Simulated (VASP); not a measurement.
Ta:

```xyz
1
Lattice="2.4391 0.0000 0.0000 -1.2195 2.1123 0.0000 0.0000 0.0000 2.3028" Properties=species:S:1:pos:R:3 pbc="T T T"
Ta    0.0000    0.0000    0.0000
```

Base run:

```yaml
Program: VASP 6.6.1
Functional: PBE
Potentials_or_basis: VASP PAW PBE potentials, release 64 (Ta_pv)
Cutoff: 520 eV
k_mesh: 17 × 17 × 16
Occupations: fermi-dirac, width 0.05 eV
Spin: no spin polarisation
```

Its results: pressure 221.5 GPa.

The run is repeated on the same cell with these changes: potentials or basis from VASP PAW PBE potentials, release 64 (Ta_pv) to VASP PAW PBE potentials, release 64 (Ta_sv_GW); cutoff from 520 eV to 500 eV; valence electrons from 11 to 13. What comes out?

Pressure 216.9 GPa.
